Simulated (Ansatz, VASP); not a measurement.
MgCd3O in VASP and in Ansatz

INCAR

```
PREC     = Accurate       # precision mode
ENCUT    = 600            # plane-wave cutoff, eV
EDIFF    = 1E-7           # SCF threshold, eV
ISMEAR   = 0              # smearing method
SIGMA    = 0.1            # smearing width, eV
LREAL    = False          # projectors in reciprocal space
LASPH    = True           # aspherical terms in the spheres
NELM     = 120            # most SCF steps
ALGO     = Normal         # electronic algorithm
ISIF     = 3              # what is computed and relaxed
LWAVE    = False          # write WAVECAR
LCHARG   = False          # write CHGCAR
GGA      = PE             # functional
IBRION   = 2              # ionic algorithm
NSW      = 90             # ionic steps
EDIFFG   = -0.04          # ionic threshold
GGA_COMPAT= False        
NELMIN   = 4
```

Contents of KPOINTS:

```
regular mesh
0
Gamma
  4 4 4
```

POSCAR

```
MgCd3O
1.0
    4.4877220700      0.0000000000      0.0000000000
    0.0000000000      4.4877220700      0.0000000000
    0.0000000000      0.0000000000      5.0619580200
Mg Cd O
1 3 1
Direct
    0.5000000000      0.5000000000      0.5804528200
    0.5000000000      0.0000000000      0.0426836700
    0.0000000000      0.5000000000      0.0426836700
    0.5000000000      0.5000000000      0.1263733200
    0.0000000000      0.0000000000      0.9745571500
```

Input for Ansatz:

```yaml
crystal:
  lattice:
    - [4.48772207, 0.0, 0.0]
    - [0.0, 4.48772207, 0.0]
    - [0.0, 0.0, 5.06195802]
  atoms:
    - { symbol: Mg, position: [0.5, 0.5, 0.58045282] }
    - { symbol: Cd, position: [0.5, 0.0, 0.04268367] }
    - { symbol: Cd, position: [0.0, 0.5, 0.04268367] }
    - { symbol: Cd, position: [0.5, 0.5, 0.12637332] }
    - { symbol: O, position: [0.0, 0.0, 0.97455715] }
basis:
  ecutwfc: 420
kpoints:
  mp_grid: { grid: [4, 4, 4] }
hamiltonian:
  xc: pbe
scf:
  occupations: { method: gaussian, width: 0.1 }
  lower_state_search: "off"
output:
  forces: true
  stress: true
  eigenvalues: true
relax:
  adjacent_minimum: "off"
  f_tol: 0.04
  max_steps: 70
  cell: { stress_tol: 0.4 }
```

Alike in both runs: task relaxation of cell and atoms; functional PBE; k mesh 4 × 4 × 4; occupations gaussian, width 0.1 eV; no spin polarisation.

|  | VASP | Ansatz |
| --- | --- | --- |
| version | VASP 6.6.1 | Ansatz 0.2.0 |
| potentials or method | VASP PAW PBE potentials, release 64 (Mg, Cd, O), cutoff 600 eV | scalar-relativistic, plane waves, PAW |
| valence electrons in the cell | 44 | 76 |

|  | VASP | Ansatz | Ansatz less VASP |
| --- | --- | --- | --- |
| gap on the k mesh at the Fermi level, each at its own relaxed structure (eV) | none | none | - |
| relaxed volume (Å³/atom) | 25.21 | 29.01 | +3.799 |
| relaxed cell length with the largest relative difference (Å) | 4.154 | 4.616 | +0.4619 |

A gap of «none» marks a metal or a gap that the smearing closes. One of these differences is far larger than is usual between the two programs; its cause wasn't traced. VASP's potentials hold 44 valence electrons a cell and Ansatz's 76, so a difference there can come from the potentials and not from the codes.

Noted on VASP's run: the volume moved by over 15 % at a fixed basis, so the end points are rough.
